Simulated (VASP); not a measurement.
# CuSi12 (P-62m) in VASP: notebook

The runs below take CuSi12 through relaxation of cell and atoms, single point, with PBE+D3(BJ).

Everything below comes from runs of VASP 6.6.1. Logs are shortened: lines on timing, memory, paths and dates and some standing lists are left out, and cuts for length are marked.

## Step 1: The cell of the first run

The structure is hexagonal, space group P-62m (No. 189). The conventional cell has a = 6.703 Å, b = 6.703 Å, c = 6.494 Å, α = 90.00°, β = 90.00°, γ = 120.00°. Within 3.0 Å of Si (site symmetry m) lie 3 Si at 2.28 Å and 1 Cu at 2.76 Å. Si (site symmetry m) has 4 Si at 2.28 to 2.37 Å and 1 Cu at 2.53 Å within 3.0 Å. Cu (site symmetry -62m) has 12 Si at 2.53 to 2.76 Å within 3.3 Å.

## Step 2: Relaxation of cell and atoms, PBE+D3(BJ)

INCAR reads:

```
SYSTEM = CuSi12
PREC = Accurate ; ENCUT = 600
EDIFF = 1E-7 ; ISMEAR = 0
SIGMA = 0.1 ; LREAL = .False.
LASPH = .True. ; NELM = 100
ALGO = Normal ; ISIF = 3
LWAVE = .False. ; LCHARG = .False.
GGA = PE ; IVDW = 12
IBRION = 2 ; NSW = 90
EDIFFG = -0.04
```

KPOINTS reads:

```
Automatic mesh
0
Gamma
  3 3 4
  0 0 0
```

POSCAR reads:

```
CuSi12
1.0
    6.7030366300      0.0000000000      0.0000000000
   -3.3515183100      5.8050000000      0.0000000000
    0.0000000000      0.0000000000      6.4936891100
Si Cu
12 1
Direct
    0.6666666700      0.6666666700      0.7494729800
    0.3333333300      0.0000000000      0.7494729800
    0.0000000000      0.3333333300      0.7494729800
    0.0000000000      0.6666666700      0.8172310800
    0.6666666700      0.0000000000      0.8172310800
    0.3333333300      0.3333333300      0.8172310800
    0.0000000000      0.6666666700      0.1827689200
    0.6666666700      0.0000000000      0.1827689200
    0.3333333300      0.3333333300      0.1827689200
    0.6666666700      0.6666666700      0.2505270200
    0.3333333300      0.0000000000      0.2505270200
    0.0000000000      0.3333333300      0.2505270200
    0.0000000000      0.0000000000      0.0000000000
```

Potentials or basis: VASP PAW PBE potentials, release 64 (Si, Cu).

Run with:

```
> cat potpaw_PBE.64/Si/POTCAR potpaw_PBE.64/Cu/POTCAR > POTCAR
> mpirun -np 1 vasp_std > vasp.out
```

OUTCAR:

```text
SYSTEM = CuSi12
   PREC = Accurate
   ENCUT = 600
   EDIFF = 1E-7
   ISMEAR = 0
   LREAL = .False.
   LASPH = .True.
   NELM = 100
   ISIF = 3
   GGA = PE
   IVDW = 12
   IBRION = 2
   NSW = 90
   EDIFFG = -0.04
 IVDW          = 12

 ion  position               nearest neighbor table
   1  0.667  0.667  0.749-   5 2.28   4 2.28   6 2.28  13 2.76
   2  0.333  0.000  0.749-   6 2.28   4 2.28   5 2.28  13 2.76
   3  0.000  0.333  0.749-   5 2.28   6 2.28   4 2.28  13 2.76
   4  0.000  0.667  0.817-   2 2.28   1 2.28   3 2.28   7 2.37  13 2.53
   5  0.667  0.000  0.817-   1 2.28   3 2.28   2 2.28   8 2.37  13 2.53
   6  0.333  0.333  0.817-   2 2.28   3 2.28   1 2.28   9 2.37  13 2.53
   7  0.000  0.667  0.183-  11 2.28  10 2.28  12 2.28   4 2.37  13 2.53
   8  0.667  0.000  0.183-  10 2.28  12 2.28  11 2.28   5 2.37  13 2.53
   9  0.333  0.333  0.183-  11 2.28  12 2.28  10 2.28   6 2.37  13 2.53
  10  0.667  0.667  0.251-   8 2.28   7 2.28   9 2.28  13 2.76
  11  0.333  0.000  0.251-   9 2.28   7 2.28   8 2.28  13 2.76
  12  0.000  0.333  0.251-   8 2.28   9 2.28   7 2.28  13 2.76
  13  0.000  0.000  0.000-   4 2.53   7 2.53   6 2.53   9 2.53   8 2.53   5 2.53   3 2.76  12 2.76
                            10 2.76   1 2.76  11 2.76   2 2.76

  LATTYP: Found a hexagonal cell.
 ALAT       =     6.7030366300
 C/A-ratio  =     0.9687682566

  Lattice vectors:

 A1 = (   6.7030366300,   0.0000000000,   0.0000000000)
 A2 = (  -3.3515183100,   5.8050000000,   0.0000000000)
 A3 = (   0.0000000000,   0.0000000000,   6.4936891100)

Analysis of symmetry for initial positions (statically):
=====================================================================
 Subroutine PRICEL returns:
 Original cell was already a primitive cell.

 Routine SETGRP: Setting up the symmetry group for a
 hexagonal supercell.

 Subroutine GETGRP returns: Found 12 space group operations
 (whereof 12 operations were pure point group operations)
 out of a pool of 24 trial point group operations.

The static configuration has the point symmetry D_3h.

Analysis of symmetry for dynamics (positions and initial velocities):
=====================================================================
 Subroutine PRICEL returns:
 Original cell was already a primitive cell.

 Routine SETGRP: Setting up the symmetry group for a
 hexagonal supercell.

 Subroutine GETGRP returns: Found 12 space group operations
 (whereof 12 operations were pure point group operations)
 out of a pool of 24 trial point group operations.

The dynamic configuration has the point symmetry D_3h.

 Subroutine INISYM returns: Found 12 space group operations
 (whereof 12 operations are pure point group operations),
 and found     1 'primitive' translations

----------------------------------------------------------------------------------------

                                     Primitive cell

  volume of cell :     252.6768

  direct lattice vectors                    reciprocal lattice vectors
     6.703036630  0.000000000  0.000000000     0.149186116  0.086132644  0.000000000
    -3.351518310  5.805000000  0.000000000     0.000000000  0.172265289  0.000000000
     0.000000000  0.000000000  6.493689110     0.000000000  0.000000000  0.153995669

  length of vectors
     6.703036630  6.703036624  6.493689110     0.172265288  0.172265289  0.153995669

  position of ions in fractional coordinates (direct lattice)
     0.666666670  0.666666670  0.749472980
     0.333333330  0.000000000  0.749472980
     1.000000000  0.333333330  0.749472980
     1.000000000  0.666666670  0.817231080
     0.666666670  0.000000000  0.817231080
     0.333333330  0.333333330  0.817231080
     1.000000000  0.666666670  0.182768920
     0.666666670  0.000000000  0.182768920
     0.333333330  0.333333330  0.182768920
     0.666666670  0.666666670  0.250527020
     0.333333330  0.000000000  0.250527020
     1.000000000  0.333333330  0.250527020
     0.000000000  0.000000000  0.000000000

  ion indices of the primitive-cell ions
   primitive index   ion index
                 1           1
                 2           2
                 3           3
                 4           4
                 5           5
                 6           6
                 7           7
                 8           8
                 9           9
                10          10
                11          11
                12          12
                13          13

----------------------------------------------------------------------------------------

 KPOINTS: Automatic mesh

Automatic generation of k-mesh.
 Grid dimensions read from file:
 generate k-points for:    3    3    4

 Generating k-lattice:

  Cartesian coordinates                     Fractional coordinates (reciprocal lattice)
     0.049728705  0.028710881  0.000000000     0.333333333  0.000000000  0.000000000
     0.000000000  0.057421763  0.000000000     0.000000000  0.333333333  0.000000000
     0.000000000  0.000000000  0.038498917     0.000000000  0.000000000  0.250000000

  Length of vectors
     0.057421763  0.057421763  0.038498917

  Shift w.r.t. Gamma in fractional coordinates (k-lattice)
     0.000000000  0.000000000  0.000000000

 Subroutine IBZKPT returns following result:
 ===========================================

 Found      9 irreducible k-points:

 Following reciprocal coordinates:
            Coordinates               Weight
  0.000000  0.000000  0.000000      1.000000
  0.333333  0.000000  0.000000      6.000000
  0.333333  0.333333  0.000000      2.000000
  0.000000  0.000000  0.250000      2.000000
  0.333333  0.000000  0.250000     12.000000
  0.333333  0.333333  0.250000      4.000000
  0.000000  0.000000  0.500000      1.000000
  0.333333  0.000000  0.500000      6.000000
  0.333333  0.333333  0.500000      2.000000
   k-points           NKPTS =      9   k-points in BZ     NKDIM =      9   number of bands    NBANDS=     36
   number of dos      NEDOS =    301   number of ions     NIONS =     13
   total plane-waves  NPLWV = 157464
   dimension x,y,z NGX =    54 NGY =   54 NGZ =   54
   dimension x,y,z NGXF=   108 NGYF=  108 NGZF=  108
   ions per type =              12   1
   NGX,Y,Z   is equivalent  to a cutoff of  13.39, 13.39, 13.82 a.u.
   NGXF,Y,Z  is equivalent  to a cutoff of  26.79, 26.79, 27.65 a.u.
 SYSTEM =  CuSi12
   PREC   = accura    normal or accurate (medium, high low for compatibility)
   ISTART =      0    job   : 0-new  1-cont  2-samecut
   ICHARG =      2    charge: 1-file 2-atom 10-const
   ISPIN  =      1    spin polarized calculation?
   LNONCOLLINEAR =      F non collinear calculations
   LSORBIT =      F    spin-orbit coupling
   LASPH  =      T    aspherical Exc in radial PAW
   ENCUT  =  600.0 eV  44.10 Ry    6.64 a.u.  13.39 13.39 12.97*2*pi/ulx,y,z
   NELM   =    100;   NELMIN=  2; NELMDL= -5     # of ELM steps
   EDIFF  = 0.1E-06   stopping-criterion for ELM
   LREAL  =      F    real-space projection
   EDIFFG = -.4E-01   stopping-criterion for IOM
   NSW    =     90    number of steps for IOM
   IBRION =      2    ionic relax: 0-MD 1-quasi-New 2-CG
   NFREE  =      1    steps in history (QN), initial steepest desc. (CG)
   ISIF   =      3    stress and relaxation
   ISYM   =      2    0-nonsym 1-usesym 2-fastsym
   POTIM  = 0.5000    time-step for ionic-motion
   TEBEG  =    0.0;   TEEND  =   0.0 temperature during run
   PSTRESS=    0.0 pullay stress
   NELECT =      59.0000    total number of electrons
   NUPDOWN=      -1.0000    fix difference up-down
   EMIN   =  10.00;   EMAX   =-10.00  energy-range for DOS
   EFERMI =   0.00;   METHOD = LEGACY
   ISMEAR =     0;   SIGMA  =   0.10  broadening in eV -4-tet -1-fermi 0-gaus
   EFERMI_NEDOS =   21; number of points for ismear=-14 and -15
   IALGO  =     38    algorithm
   IMIX   =      4    mixing-type and parameters
     AMIX     =   0.40;   BMIX     =  1.00
     AMIX_MAG =   1.60;   BMIX_MAG =  1.00
  volume/ion in A,a.u.               =      19.44       131.17
  Fermi-wavevector in a.u.,A,eV,Ry     =   1.008100  1.905033 13.827141  1.016266
  Thomas-Fermi vector in A             =   2.140946
   LORBIT       =      0    0 simple, 1 ext, 2 COOP (PROOUT), +10 PAW based schemes
   GGA     = PE    functional components
   LHFCALC =     F    Hartree Fock is set to
   AEXX    =    0.0000 exact exchange contribution
   IVDW    =    12    specifies the selected vdW correction
   LEPSILON=     F    determine dielectric tensor
   LRPA    =     F    only Hartree local field effects (RPA)
 conjugate gradient relaxation of ions
 non-spin polarized calculation
 Gauss-broadening in eV      SIGMA  =   0.10
  energy-cutoff  :      600.00
  volume of cell :      252.68
 maximum number of plane-waves:      8480
 NGX is ok and might be reduce to    54
   NGX = 27   NGY = 27   NGZ = 25

--------------------------------------- Ionic step        1  -------------------------------------------

 number of electron      58.9999991 magnetization

 Free energy of the ion-electron system (eV)
  ---------------------------------------------------
  ext. energy  EPLUGINS =         0.00000000
  ---------------------------------------------------
  free energy    TOTEN  =       -62.89816553 eV

  energy without entropy =      -62.86944148  energy(sigma->0) =      -62.88380351

------------------------ aborting loop because EDIFF is reached ----------------------------------------

 Edisp (eV)   -4.23621

 E8    (eV) :    -1.7499

  FORCE on cell =-STRESS in cart. coord.  units (eV):
  Direction    XX          YY          ZZ          XY          YZ          ZX
  --------------------------------------------------------------------------------------
  -------------------------------------------------------------------------------------
  Total      10.93058    10.93058     2.50977     0.00000    -0.00000     0.00000
  in kB      69.30882    69.30882    15.91397     0.00000    -0.00000     0.00000
  external pressure =       51.51 kB  Pullay stress =        0.00 kB
[... 130 lines left out ...]
  FREE ENERGIE OF THE ION-ELECTRON SYSTEM (eV)
  ---------------------------------------------------
  free  energy   TOTEN  =       -68.8442767527 eV

  energy  without entropy=      -68.8329538057  energy(sigma->0) =      -68.83861528

[... ionic steps 4 to 14 ...]

--------------------------------------- Ionic step       15  -------------------------------------------

 number of electron      58.9999992 magnetization

------------------------ aborting loop because EDIFF is reached ----------------------------------------

 Edisp (eV)   -4.35497

 E8    (eV) :    -1.8033
[... 91 lines left out ...]
  energy  without entropy=      -71.4696056308  energy(sigma->0) =      -71.48829009

--------------------------------------- Ionic step       17  -------------------------------------------

 number of electron      58.9999992 magnetization

 Free energy of the ion-electron system (eV)
  ---------------------------------------------------
  ext. energy  EPLUGINS =         0.00000000
  ---------------------------------------------------
  free energy    TOTEN  =       -67.14058608 eV

  energy without entropy =      -67.10305976  energy(sigma->0) =      -67.12182292

 E-fermi :   7.1635     XC(G=0):  -9.7506

 val. band max:        6.4377265050   @ k =   0.0000   0.0000   0.0000
 cond. band min:       7.1651270320   @ k =   0.3333   0.0000   0.0000
 fundamental gap:      0.7274005270
 Fermi energy:         7.1634522539

 k-point     1 :       0.0000    0.0000    0.0000
  band No.  band energies     occupation
      1      -5.8952      2.00000
      2      -3.4901      2.00000
      3      -2.8206      2.00000
      4      -2.8206      2.00000
      5      -2.5724      2.00000
      6      -2.5724      2.00000
[... 384 lines left out ...]
  FREE ENERGIE OF THE ION-ELECTRON SYSTEM (eV)
  ---------------------------------------------------
  free  energy   TOTEN  =       -71.5070037035 eV

  energy  without entropy=      -71.4694773824  energy(sigma->0) =      -71.48824054

 reached required accuracy - stopping structural energy minimisation
```

It took 31 min on 1 thread of Intel Xeon Platinum 8259CL at 2.50GHz (Skylake/Cascade Lake), shared host; peak memory 0.47 GiB.

What came out:

```
Free energy                           : -71.5070 eV
Relaxed volume                        : 18.64 Å³/atom
Relaxed cell                          : a = 6.655 Å, b = 6.655 Å, c = 6.316 Å, α = 90.00°, β = 90.00°, γ = 120.00°
Space group after relaxing (to 0.1 Å) : P-62m (No. 189)
Energy gained by relaxing             : 336.4 meV/atom
Ionic steps                           : 17
Pressure after relaxing               : 0.1 GPa
Largest force after relaxing          : 0.036 eV/Å
Band gap on the k mesh                : zero (an odd number of electrons rules out a gap without spin polarisation)
Dispersion energy per atom            : -0.336 eV
```

Forces in eV/Å, atoms in the order of the input:
```
Si   0.017  0.029  0.012
Si  -0.033  0.000  0.012
Si   0.017 -0.029  0.012
Si  -0.007  0.011  0.033
Si   0.013  0.000  0.033
Si  -0.007 -0.011  0.033
Si  -0.007  0.011 -0.033
Si   0.013  0.000 -0.033
Si  -0.007 -0.011 -0.033
Si   0.017  0.029 -0.012
Si  -0.033  0.000 -0.012
Si   0.017 -0.029 -0.012
Cu   0.000  0.000  0.000
```

Step by step:
```csv
step,energy change (eV),largest force (eV/Å),pressure (GPa),volume (Å³)
1,0.0000,2.3830,5.15,252.68
2,-1.5907,1.7923,-3.27,276.14
3,-1.7099,1.5449,-5.87,284.43
4,-2.9307,0.9760,-6.35,274.94
5,-0.6406,6.8848,0.94,252.83
6,-3.2935,0.7540,-6.74,271.20
7,-3.5074,1.3561,-5.24,261.91
8,-3.6214,0.9807,-6.35,266.18
9,-4.2976,0.2404,2.84,236.28
10,-4.3474,0.3305,0.53,241.82
11,-4.3641,0.0964,-0.17,243.52
12,-4.3663,0.0783,-0.01,243.08
13,-4.3687,0.0532,-0.08,243.15
14,-4.3704,0.0876,-0.24,243.31
15,-4.3718,0.0661,-0.11,242.91
16,-4.3726,0.0405,0.07,242.41
17,-4.3726,0.0356,0.11,242.29
```

Final structure:
```
Si Cu
1.0
     6.65540    0.00000    0.00000
    -3.32770    5.76375    0.00000
     0.00000    0.00000    6.31633
Si Cu
12 1
Direct
  0.66993 0.66993 0.68648
  0.33007 0.00000 0.68648
  0.00000 0.33007 0.68648
  0.00000 0.66360 0.81143
  0.66360 0.00000 0.81143
  0.33640 0.33640 0.81143
  0.00000 0.66360 0.18857
  0.66360 0.00000 0.18857
  0.33640 0.33640 0.18857
  0.66993 0.66993 0.31352
  0.33007 0.00000 0.31352
  0.00000 0.33007 0.31352
  0.00000 0.00000 0.00000
```

Caveat: the k points lie up to 0.36 Å⁻¹ apart in the final cell, too coarse for converged energies and pressures of a metal.

(Continued in part 2 of 2.)

The gap in the log of VASP goes by the Fermi energy; the results here count the filled bands.